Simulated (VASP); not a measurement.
A run of VASP 6.6.1:

The input INCAR:

```
SYSTEM = Ta2N
  PREC = Accurate
  ENCUT = 520
  EDIFF = 1E-6
  ISMEAR = 0
  SIGMA = 0.15
  LREAL = .False.
  LASPH = .True.
  NELM = 80
  ALGO = Normal
  ISIF = 2
  LWAVE = .False.
  LCHARG = .False.
  GGA = PS
  NBANDS = 20
```

KPOINTS

```
Automatic mesh
0
Gamma
  18 18 10
  0 0 0
```

File POSCAR:

```
Ta2N
1.0
    3.1820717581      0.0000000000      0.0000000000
   -1.5910358790      2.7557549791      0.0000000000
    0.0000000000      0.0000000000      4.6948286718
Ta N
2 1
Direct
    0.6666666667      0.3333333333      0.7463700642
    0.3333333333      0.6666666667      0.2536299358
    0.0000000000      0.0000000000      0.0000000000
```

Potentials or basis: VASP PAW PBE potentials, release 64 (Ta_pv, N).

The run is started by

```sh
$ cat potpaw_PBE.64/Ta_pv/POTCAR potpaw_PBE.64/N/POTCAR > POTCAR
$ mpirun -np 1 vasp_std > vasp.out
```

Hardware: 1 thread of Intel Xeon 8259CL (shared host).

Estimate the wall time of this run.

It took 4.2 min on 1 thread of Intel Xeon 8259CL (shared host), peak memory 0.35 GiB. Counts: scf iterations 14, k points 330.
